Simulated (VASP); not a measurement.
# MnF2 (P4_2/mnm) in VASP: single point with PBE+U

Aim: the single point of MnF2 with PBE+U.

Program: VASP 6.6.1. These are calculated values, not measurements. Logs are shortened: lines on timing, memory, paths and dates and some standing lists are left out, and cuts for length are marked.

## (1) The cell of the first run

Symmetry: P4_2/mnm, No. 136, tetragonal system. Conventional cell: a = 4.873 Å, b = 4.873 Å, c = 3.310 Å, α = 90.00°, β = 90.00°, γ = 90.00°. Mn (site symmetry mmm) has 6 F at 2.10 to 2.13 Å within 2.8 Å. F (site symmetry m2m) has 3 Mn at 2.10 to 2.13 Å and 1 F at 2.69 Å within 2.8 Å.

## (2) Single point, PBE+U, collinear spin, ferromagnetic start

The input, INCAR:

```
ALGO = Normal
EDIFF = 1E-6
ENCUT = 520
GGA = PE
ISIF = 2
ISMEAR = 0
ISPIN = 2
LASPH = True
LCHARG = True
LDAU = True
LDAUJ = 0 0
LDAUL = 2 -1
LDAUPRINT = 1
LDAUTYPE = 2
LDAUU = 3.9 0
LELF = True
LMAXMIX = 4
LORBIT = 11
LREAL = False
LVHAR = True
LWAVE = False
MAGMOM = 5 5 0 0 0 0
NBANDS = 40
NELM = 150
PREC = Accurate
SIGMA = 0.05
```

The input, KPOINTS:

```
k-points
0
Gamma
  6 6 8
```

The input, POSCAR:

```
MnF2
1.0
    4.8733996648      0.0000000000      0.0000000000
    0.0000000000      4.8733996648      0.0000000000
    0.0000000000      0.0000000000      3.3098997723
Mn F
2 4
Direct
    0.0000000000      0.0000000000      0.0000000000
    0.5000000000      0.5000000000      0.5000000000
    0.3050000000      0.3050000000      0.0000000000
    0.1950000000      0.8050000000      0.5000000000
    0.6950000000      0.6950000000      0.0000000000
    0.8050000000      0.1950000000      0.5000000000
```

Potentials or basis: VASP PAW PBE potentials, release 64 (Mn_pv, F).

Command:

```bash
$ cat potpaw_PBE.64/Mn_pv/POTCAR potpaw_PBE.64/F/POTCAR > POTCAR
$ mpirun -np 1 vasp_std > vasp.out
```

OUTCAR:

```text
EDIFF = 1E-6
   ENCUT = 520
   GGA = PE
   ISIF = 2
   ISMEAR = 0
   ISPIN = 2
   LASPH = True
   LORBIT = 11
   LREAL = False
   NELM = 150
   PREC = Accurate

 ion  position               nearest neighbor table
   1  0.000  0.000  0.000-   3 2.10   5 2.10   4 2.13   6 2.13   4 2.13   6 2.13
   2  0.500  0.500  0.500-   4 2.10   6 2.10   5 2.13   3 2.13   3 2.13   5 2.13
   3  0.305  0.305  0.000-   1 2.10   2 2.13   2 2.13
   4  0.195  0.805  0.500-   2 2.10   1 2.13   1 2.13
   5  0.695  0.695  0.000-   1 2.10   2 2.13   2 2.13
   6  0.805  0.195  0.500-   2 2.10   1 2.13   1 2.13

  LATTYP: Found a simple tetragonal cell.
 ALAT       =     4.8733996648
 C/A-ratio  =     0.6791767554

  Lattice vectors:

 A1 = (   4.8733996648,   0.0000000000,   0.0000000000)
 A2 = (   0.0000000000,   4.8733996648,   0.0000000000)
 A3 = (   0.0000000000,   0.0000000000,   3.3098997723)

Analysis of symmetry for initial positions (statically):
=====================================================================
 Subroutine PRICEL returns:
 Original cell was already a primitive cell.

 Routine SETGRP: Setting up the symmetry group for a
 simple tetragonal supercell.

 Subroutine GETGRP returns: Found 16 space group operations
 (whereof  8 operations were pure point group operations)
 out of a pool of 16 trial point group operations.

The static configuration has the point symmetry D_2h.
 The point group associated with its full space group is D_4h.

Analysis of symmetry for dynamics (positions and initial velocities):
=====================================================================
 Subroutine PRICEL returns:
 Original cell was already a primitive cell.

 Routine SETGRP: Setting up the symmetry group for a
 simple tetragonal supercell.

 Subroutine GETGRP returns: Found 16 space group operations
 (whereof  8 operations were pure point group operations)
 out of a pool of 16 trial point group operations.

The dynamic configuration has the point symmetry D_2h.
 The point group associated with its full space group is D_4h.

Analysis of structural, dynamic, and magnetic symmetry:
=====================================================================
 Subroutine PRICEL returns:
 Original cell was already a primitive cell.

 Routine SETGRP: Setting up the symmetry group for a
 simple tetragonal supercell.

 Subroutine GETGRP returns: Found 16 space group operations
[... 216 lines left out ...]
  o =  0.9489  v =  0.0000  0.7071 -0.0000 -0.7071 -0.0000  0.0000  0.0000  0.0000  0.0000  0.0000      0.0000  0.0000  0.0000  0.0000  0.0000  0.0000  0.0000  0.0000  0.0000  0.0000
  o =  0.9823  v = -0.0000 -0.7071 -0.0000 -0.7071 -0.0000  0.0000  0.0000  0.0000  0.0000  0.0000      0.0000  0.0000  0.0000  0.0000  0.0000  0.0000  0.0000  0.0000  0.0000  0.0000
  o =  0.9857  v = -0.7924  0.0000 -0.6100  0.0000 -0.0000  0.0000  0.0000  0.0000  0.0000  0.0000      0.0000  0.0000  0.0000  0.0000  0.0000  0.0000  0.0000  0.0000  0.0000  0.0000

 number of electron      54.0000033 magnetization      10.0000018

 Free energy of the ion-electron system (eV)
  ---------------------------------------------------
  ext. energy  EPLUGINS =         0.00000000
  ---------------------------------------------------
  free energy    TOTEN  =       -37.83888774 eV

  energy without entropy =      -37.83888774  energy(sigma->0) =      -37.83888774

 E-fermi :   2.4567     XC(G=0):  -9.7327

 val. band max:        2.1551258514   @ k =   0.0000   0.0000   0.0000
 cond. band min:       4.5688700586   @ k =   0.0000   0.0000   0.0000
 fundamental gap:      2.4137442072
 Fermi energy:         2.4567483609

 spin component 1

 k-point     1 :       0.0000    0.0000    0.0000
  band No.  band energies     occupation
      1     -46.7612      1.00000
      2     -46.7612      1.00000
      3     -46.7032      1.00000
      4     -46.7032      1.00000
      5     -46.6997      1.00000
      6     -46.6978      1.00000
[... 2009 lines left out ...]
     38      14.4896      0.00000
     39      15.2074      0.00000

 [... further k-points ...]

 [bands above 39 left out]

------------------------ aborting loop because EDIFF is reached ----------------------------------------

  FORCE on cell =-STRESS in cart. coord.  units (eV):
  Direction    XX          YY          ZZ          XY          YZ          ZX
  --------------------------------------------------------------------------------------
  -------------------------------------------------------------------------------------
  Total        2.3239741      2.3239741      2.5936399     -0.0000000      0.0000000      0.0000000
  in kB       47.3655918     47.3655918     52.8617277     -0.0000000      0.0000000      0.0000000
  external PRESSURE =      49.1976371 kB  Pullay stress =       0.0000000 kB

 VOLUME and BASIS-vectors are now :
 -----------------------------------------------------------------------------
  energy-cutoff  :      520.00
  volume of cell :       78.61
      direct lattice vectors                 reciprocal lattice vectors
     4.873399665  0.000000000  0.000000000     0.205195565  0.000000000  0.000000000
     0.000000000  4.873399665  0.000000000     0.000000000  0.205195565  0.000000000
     0.000000000  0.000000000  3.309899772     0.000000000  0.000000000  0.302123952

 POSITION                                       TOTAL-FORCE (eV/Angst)
 -----------------------------------------------------------------------------------
      0.00000      0.00000      0.00000         0.000000      0.000000      0.000000
      2.43670      2.43670      1.65495         0.000000      0.000000      0.000000
      1.48639      1.48639      0.00000        -0.025075     -0.025075      0.000000
      0.95031      3.92309      1.65495         0.025075     -0.025075      0.000000
      3.38701      3.38701      0.00000         0.025075      0.025075     -0.000000
      3.92309      0.95031      1.65495        -0.025075      0.025075     -0.000000
 -----------------------------------------------------------------------------------
    total drift:                                0.000000      0.000000      0.000000

  FREE ENERGIE OF THE ION-ELECTRON SYSTEM (eV)
  ---------------------------------------------------
  free  energy   TOTEN  =       -37.8388877442 eV

  energy  without entropy=      -37.8388877442  energy(sigma->0) =      -37.83888774

 total charge

# of ion       s       p       d       tot
------------------------------------------
    1        0.165   6.148   4.951  11.263
    2        0.165   6.148   4.951  11.263
    3        1.734   4.379   0.000   6.113
    4        1.734   4.379   0.000   6.113
    5        1.734   4.379   0.000   6.113
    6        1.734   4.379   0.000   6.113
--------------------------------------------------
tot          7.264  29.813   9.901  46.979

 magnetization (x)

# of ion       s       p       d       tot
------------------------------------------
    1        0.024   0.022   4.643   4.689
    2        0.024   0.022   4.643   4.689
    3        0.007   0.052   0.000   0.058
    4        0.007   0.052   0.000   0.058
    5        0.007   0.052   0.000   0.058
    6        0.007   0.052   0.000   0.058
--------------------------------------------------
tot          0.074   0.250   9.286   9.611
```

It took 6.7 min on 1 thread of Intel Xeon 8259CL, shared host; peak memory 0.36 GiB.

Results:

```
Free energy                                           : -37.8389 eV
Pressure                                              : 4.9 GPa
Largest force                                         : 0.035 eV/Å
Band gap on the k mesh                                : 2.41 eV
Net moment                                            : 10.00 μB per cell
Site moments                                          : Mn +4.69; F +0.06 μB
Valence electrons inside the program's atomic spheres : Mn 11.26; F 6.11
```

Forces on the atoms (eV/Å):
```
Mn   0.000  0.000  0.000
Mn   0.000  0.000  0.000
F   -0.025 -0.025  0.000
F    0.025 -0.025  0.000
F    0.025  0.025  0.000
F   -0.025  0.025  0.000
```

Eigenvalues of the final occupation matrices:
```tsv
site	spin	trace	eigenvalues
site 1 d	1	4.81	0.95 0.95 0.95 0.98 0.99
site 1 d	2	0.16	0.01 0.01 0.01 0.06 0.06
site 2 d	1	4.81	0.95 0.95 0.95 0.98 0.99
site 2 d	2	0.16	0.01 0.01 0.01 0.06 0.06
```

Caveat: the cell stands under pressure; the run started ferromagnetic, and an antiferromagnetic order may lie lower in energy. A k mesh can miss the band edges.
